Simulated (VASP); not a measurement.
Crystal: MgSe5.

```
Mg Se
1.0
     6.04561    0.00000    0.00000
    -3.02280    5.23565    0.00000
     0.00000    0.00000    4.50579
Mg Se
1 5
Direct
  0.00000 0.00000 0.00000
  0.50000 0.00000 0.50000
  0.50000 0.50000 0.50000
  0.00000 0.50000 0.50000
  0.33333 0.66667 0.00000
  0.66667 0.33333 0.00000
```

The cell was built from a structure type or drawn by symmetry, and may not be a known phase.

| Property | Result |
| --- | --- |
| Program | VASP 6.6.1 |
| Task | relaxation of cell and atoms |
| Functional | PBE |
| Potentials or basis | VASP PAW PBE potentials, release 64 (Mg, Se) |
| Cutoff | 600 eV |
| k mesh | 6 × 6 × 8 |
| Occupations | gaussian, width 0.1 eV |
| Spin | no spin polarisation |

At the start: pressure 0.9 GPa; volume 23.77 Å³/atom.

Question: How do energy, volume and symmetry change on relaxing?

Answer: Over 19 steps the energy falls by 34.4 meV/atom and the volume is 23.52 Å³/atom (-1.0 %); space group P6/mmm (No. 191, to 0.1 Å) before and after.

The path:
| step | energy change (eV) | largest force (eV/Å) | pressure (GPa) | volume (Å³) |
| --- | --- | --- | --- | --- |
| 1 | 0.0000 | 0.0000 | 0.87 | 142.62 |
| 2 | -0.0088 | 0.0000 | -0.24 | 145.29 |
| 3 | -0.0088 | 0.0000 | -0.20 | 145.15 |
| 4 | -0.0121 | 0.0000 | -0.22 | 144.98 |
| 5 | -0.0260 | 0.0000 | -0.29 | 144.43 |
| 6 | -0.0613 | 0.0000 | -0.35 | 143.23 |
| 7 | -0.1428 | 0.0000 | -0.02 | 140.44 |
| 8 | -0.1007 | 0.0000 | 4.05 | 133.46 |
| 9 | -0.1696 | 0.0000 | 2.30 | 135.89 |
| 10 | -0.1814 | 0.0000 | 0.88 | 138.27 |
| 11 | -0.1852 | 0.0000 | 1.45 | 137.25 |
| 12 | -0.1866 | 0.0000 | 1.44 | 137.32 |
| 13 | -0.1899 | 0.0000 | 1.43 | 137.51 |
| 14 | -0.1910 | 0.0000 | 1.43 | 137.87 |
| 15 | -0.1916 | 0.0000 | 1.43 | 137.75 |
| 16 | -0.1946 | 0.0000 | 1.27 | 138.10 |
| 17 | -0.2016 | 0.0000 | 0.80 | 139.17 |
| 18 | -0.2064 | 0.0000 | -0.08 | 141.34 |
| 19 | -0.2064 | 0.0000 | 0.00 | 141.14 |

Final structure:
```cif
data_structure
_symmetry_space_group_name_H-M 'P 1'
_symmetry_Int_Tables_number 1
_cell_length_a 5.5526
_cell_length_b 5.5526
_cell_length_c 5.2860
_cell_angle_alpha 90.000
_cell_angle_beta 90.000
_cell_angle_gamma 120.000
_cell_volume 141.14
loop_
_atom_site_label
_atom_site_type_symbol
_atom_site_fract_x
_atom_site_fract_y
_atom_site_fract_z
_atom_site_occupancy
Mg1 Mg 0.00000 0.00000 0.00000 1
Se1 Se 0.50000 0.00000 0.50000 1
Se2 Se 0.50000 0.50000 0.50000 1
Se3 Se 0.00000 0.50000 0.50000 1
Se4 Se 0.33333 0.66667 0.00000 1
Se5 Se 0.66667 0.33333 0.00000 1
```

Caveat: a cell axis changed by over 15 % at a fixed basis, so the end point is rough.
